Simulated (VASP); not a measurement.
# H2 in VASP: notebook

H2 is run at these levels: PBE0, PBE; tasks: single point, relaxation of the atoms.

Everything below comes from runs of VASP 6.6.1. Logs are shortened: lines on timing, memory, paths and dates and some standing lists are left out, and cuts for length are marked.

## Step 1: The cell of the first run

The cell holds a molecule in a box, 2 atoms: a = 12.000 Å, b = 12.300 Å, c = 12.600 Å, α = 90.00°, β = 90.00°, γ = 90.00°.

## Step 2: Single point, PBE0

POSCAR reads:

```
H
1.0
   12.0000000000      0.0000000000      0.0000000000
    0.0000000000     12.3000000000      0.0000000000
    0.0000000000      0.0000000000     12.6000000000
H
2
Direct
    0.5000000000      0.5000000000      0.4702380952
    0.5000000000      0.5000000000      0.5297619048
```

INCAR.step1 reads:

```
SYSTEM = H
PREC = Accurate ; ENCUT = 520
EDIFF = 1E-5 ; ISMEAR = -1
SIGMA = 0.01 ; LREAL = .False.
LASPH = .True. ; NELM = 60
ALGO = Normal ; ISIF = 2
LWAVE = .True. ; GGA = PE
NBANDS = 8
```

INCAR.step2 reads:

```
SYSTEM = H
PREC = Accurate ; ENCUT = 520
EDIFF = 1E-6 ; ISMEAR = -1
SIGMA = 0.01 ; LREAL = .False.
LASPH = .True. ; NELM = 60
ALGO = Normal ; ISIF = 2
LWAVE = .False. ; LCHARG = .True.
GGA = PE ; LHFCALC = .True.
AEXX = 0.25 ; PRECFOCK = Normal
LELF = .True. ; LVHAR = .True.
ISTART = 1 ; NBANDS = 8
```

KPOINTS reads:

```
regular mesh
0
Gamma
  1 1 1
  0 0 0
```

Potentials or basis: VASP PAW PBE potentials, release 64 (H).

Command:

```sh
$ cat potpaw_PBE.64/H/POTCAR > POTCAR
$ cp INCAR.step1 INCAR
$ mpirun -np 1 vasp_gam > vasp.out
$ cp INCAR.step2 INCAR
$ mpirun -np 1 vasp_gam > vasp.out
```

OUTCAR:

```text
SYSTEM = H
   PREC = Accurate
   ENCUT = 520
   EDIFF = 1E-6
   ISMEAR = -1
   LREAL = .False.
   LASPH = .True.
   NELM = 60
   ISIF = 2
   GGA = PE
   LHFCALC = .True.
   AEXX = 0.25
   PRECFOCK = Normal
   ISTART = 1

 ion  position               nearest neighbor table
   1  0.500  0.500  0.470-   2 0.75
   2  0.500  0.500  0.530-   1 0.75

  LATTYP: Found a simple orthorhombic cell.
 ALAT       =    12.0000000000
 B/A-ratio  =     1.0250000000
 C/A-ratio  =     1.0500000000

  Lattice vectors:

 A1 = (  12.0000000000,   0.0000000000,   0.0000000000)
 A2 = (   0.0000000000,  12.3000000000,   0.0000000000)
 A3 = (   0.0000000000,   0.0000000000,  12.6000000000)

Analysis of symmetry for initial positions (statically):
=====================================================================
 Subroutine PRICEL returns:
 Original cell was already a primitive cell.

 Routine SETGRP: Setting up the symmetry group for a
 simple orthorhombic supercell.

 Subroutine GETGRP returns: Found  8 space group operations
 (whereof  8 operations were pure point group operations)
 out of a pool of  8 trial point group operations.

The static configuration has the point symmetry D_2h.

Analysis of symmetry for dynamics (positions and initial velocities):
=====================================================================
 Subroutine PRICEL returns:
 Original cell was already a primitive cell.

 Routine SETGRP: Setting up the symmetry group for a
 simple orthorhombic supercell.

 Subroutine GETGRP returns: Found  8 space group operations
 (whereof  8 operations were pure point group operations)
 out of a pool of  8 trial point group operations.

The dynamic configuration has the point symmetry D_2h.

 Subroutine INISYM returns: Found  8 space group operations
 (whereof  8 operations are pure point group operations),
 and found     1 'primitive' translations

----------------------------------------------------------------------------------------

                                     Primitive cell

  volume of cell :    1859.7600

  direct lattice vectors                    reciprocal lattice vectors
    12.000000000  0.000000000  0.000000000     0.083333333  0.000000000  0.000000000
     0.000000000 12.300000000  0.000000000     0.000000000  0.081300813  0.000000000
     0.000000000  0.000000000 12.600000000     0.000000000  0.000000000  0.079365079

  length of vectors
    12.000000000 12.300000000 12.600000000     0.083333333  0.081300813  0.079365079

  position of ions in fractional coordinates (direct lattice)
     0.500000000  0.500000000  0.470238095
     0.500000000  0.500000000  0.529761905

  ion indices of the primitive-cell ions
   primitive index   ion index
                 1           1
                 2           2

----------------------------------------------------------------------------------------

 KPOINTS: regular mesh

Automatic generation of k-mesh.
 Grid dimensions read from file:
 generate k-points for:    1    1    1

 Generating k-lattice:

  Cartesian coordinates                     Fractional coordinates (reciprocal lattice)
     0.083333333  0.000000000  0.000000000     1.000000000  0.000000000  0.000000000
     0.000000000  0.081300813  0.000000000     0.000000000  1.000000000  0.000000000
     0.000000000  0.000000000  0.079365079     0.000000000  0.000000000  1.000000000

  Length of vectors
     0.083333333  0.081300813  0.079365079

  Shift w.r.t. Gamma in fractional coordinates (k-lattice)
     0.000000000  0.000000000  0.000000000

 Subroutine IBZKPT returns following result:
 ===========================================

 Found      1 irreducible k-points:

 Following reciprocal coordinates:
            Coordinates               Weight
  0.000000  0.000000  0.000000      1.000000
   k-points           NKPTS =      1   k-points in BZ     NKDIM =      1   number of bands    NBANDS=      8
   number of dos      NEDOS =    301   number of ions     NIONS =      2
   total plane-waves  NPLWV = 829440
   dimension x,y,z NGX =    90 NGY =   96 NGZ =   96
   dimension x,y,z NGXF=   180 NGYF=  192 NGZF=  192
   ions per type =               2
   NGX,Y,Z   is equivalent  to a cutoff of  12.47, 12.98, 12.67 a.u.
   NGXF,Y,Z  is equivalent  to a cutoff of  24.94, 25.95, 25.33 a.u.
 SYSTEM =  H
   PREC   = accura    normal or accurate (medium, high low for compatibility)
   ISTART =      1    job   : 0-new  1-cont  2-samecut
   ICHARG =      0    charge: 1-file 2-atom 10-const
   ISPIN  =      1    spin polarized calculation?
   LNONCOLLINEAR =      F non collinear calculations
   LSORBIT =      F    spin-orbit coupling
   LASPH  =      T    aspherical Exc in radial PAW
   ENCUT  =  520.0 eV  38.22 Ry    6.18 a.u.  22.31 22.87 23.43*2*pi/ulx,y,z
   NELM   =     60;   NELMIN=  2; NELMDL=  0     # of ELM steps
   EDIFF  = 0.1E-05   stopping-criterion for ELM
   LREAL  =      F    real-space projection
   EDIFFG = 0.1E-04   stopping-criterion for IOM
   NSW    =      0    number of steps for IOM
   IBRION =     -1    ionic relax: 0-MD 1-quasi-New 2-CG
   NFREE  =      0    steps in history (QN), initial steepest desc. (CG)
   ISIF   =      2    stress and relaxation
   ISYM   =      3    0-nonsym 1-usesym 2-fastsym
   POTIM  = 0.5000    time-step for ionic-motion
   TEBEG  =    0.0;   TEEND  =   0.0 temperature during run
   PSTRESS=    0.0 pullay stress
   NELECT =       2.0000    total number of electrons
   NUPDOWN=      -1.0000    fix difference up-down
   EMIN   =  10.00;   EMAX   =-10.00  energy-range for DOS
   EFERMI =   0.00;   METHOD = LEGACY
   ISMEAR =    -1;   SIGMA  =   0.01  broadening in eV -4-tet -1-fermi 0-gaus
   EFERMI_NEDOS =   21; number of points for ismear=-14 and -15
   IALGO  =     38    algorithm
   IMIX   =      1    mixing-type and parameters
     AMIX     =   0.40;   BMIX     =  1.00
     AMIX_MAG =   1.60;   BMIX_MAG =  1.00
  volume/ion in A,a.u.               =     929.88      6275.14
  Fermi-wavevector in a.u.,A,eV,Ry     =   0.167726  0.316955  0.382757  0.028132
  Thomas-Fermi vector in A             =   0.873280
   LORBIT       =      0    0 simple, 1 ext, 2 COOP (PROOUT), +10 PAW based schemes
   GGA     = PE    functional components
   LHFCALC =     T    Hartree Fock is set to
   PRECFOCK=normal    Normal, Fast or Accurate (Low or Medium for compatibility)
   ENCUT4O =  -1.0   cutoff for four orbital integrals eV
   NKREDX  =     1    reduce k-point grid by
   NKREDY  =     1    reduce k-point grid by
   NKREDZ  =     1    reduce k-point grid by
   AEXX    =    0.2500 exact exchange contribution
   HFSCREEN=    0.0000 screening length (either q_TF or 0.3 A-1)
   HFSCREENC=   0.0000 screening length for correlation (either q_TF or 0.3 A-1)
   ENCUTFOCK=  -1.0 apply spherical cutoff to Coloumb kernel
   IVDW    =     0    specifies the selected vdW correction
   LEPSILON=     F    determine dielectric tensor
   LRPA    =     F    only Hartree local field effects (RPA)
 non-spin polarized calculation
  energy-cutoff  :      520.00
  volume of cell :     1859.76
 maximum number of plane-waves:     25042
 NGX is ok and might be reduce to    90
  NGX = 70; NGY = 70; NGZ = 72

 number of electron       2.0000000 magnetization

 Free energy of the ion-electron system (eV)
  ---------------------------------------------------
  ext. energy  EPLUGINS =         0.00000000
  ---------------------------------------------------
  free energy    TOTEN  =        -8.15096424 eV

  energy without entropy =       -8.15096424  energy(sigma->0) =       -8.15096424

 E-fermi : -11.6972     XC(G=0):  -0.2165

 val. band max:      -11.9517396904   @ k =   0.0000   0.0000   0.0000
 cond. band min:      -0.1053058243   @ k =   0.0000   0.0000   0.0000
 fundamental gap:     11.8464338661
 Fermi energy:       -11.6972068452

 k-point     1 :       0.0000    0.0000    0.0000
  band No.  band energies     occupation
      1     -11.9517      2.00000
      2      -0.1053      0.00000
      3       0.5609      0.00000
      4       0.7773      0.00000
      5       0.8200      0.00000
      6       0.8599      0.00000
      7       0.9043      0.00000
      8       0.9530      0.00000

------------------------ aborting loop because EDIFF is reached ----------------------------------------

  FORCE on cell =-STRESS in cart. coord.  units (eV):
  Direction    XX          YY          ZZ          XY          YZ          ZX
  --------------------------------------------------------------------------------------
  -------------------------------------------------------------------------------------
  Total       -0.0267876     -0.0271426     -0.1773246     -0.0000000      0.0000000      0.0000000
  in kB       -0.0230774     -0.0233833     -0.1527646     -0.0000000      0.0000000      0.0000000
  external PRESSURE =      -0.0664084 kB  Pullay stress =       0.0000000 kB

 VOLUME and BASIS-vectors are now :
 -----------------------------------------------------------------------------
  energy-cutoff  :      520.00
  volume of cell :     1859.76
      direct lattice vectors                 reciprocal lattice vectors
    12.000000000  0.000000000  0.000000000     0.083333333  0.000000000  0.000000000
     0.000000000 12.300000000  0.000000000     0.000000000  0.081300813  0.000000000
     0.000000000  0.000000000 12.600000000     0.000000000  0.000000000  0.079365079

 POSITION                                       TOTAL-FORCE (eV/Angst)
 -----------------------------------------------------------------------------------
      6.00000      6.15000      5.92500         0.000000      0.000000      0.187620
      6.00000      6.15000      6.67500         0.000000     -0.000000     -0.187620
 -----------------------------------------------------------------------------------
    total drift:                               -0.000000     -0.000000      0.000000

  FREE ENERGIE OF THE ION-ELECTRON SYSTEM (eV)
  ---------------------------------------------------
  free  energy   TOTEN  =        -8.1509642435 eV

  energy  without entropy=       -8.1509642435  energy(sigma->0) =       -8.15096424
```

Run time: 83 s. Hardware: 1 thread of Intel Xeon 6975P-C (Granite Rapids), shared host; peak memory 1.3 GiB.

What came out:

```
Free energy                     : -8.1510 eV
Largest force                   : 0.188 eV/Å
Gap between the frontier levels : 11.85 eV
```

Forces on the atoms (eV/Å):
```
H    0.000  0.000  0.188
H    0.000  0.000 -0.188
```

Levels at points of the mesh, in eV from the valence-band top:
```tsv
k point	band 1	band 2	band 3	band 4
(0.00, 0.00, 0.00)	0.00	11.85	12.51	12.73
```

Caveat: the PAW data sets were made with another functional, which shifts forces and pressure a little.

(Part 1 of 2 ends here.)
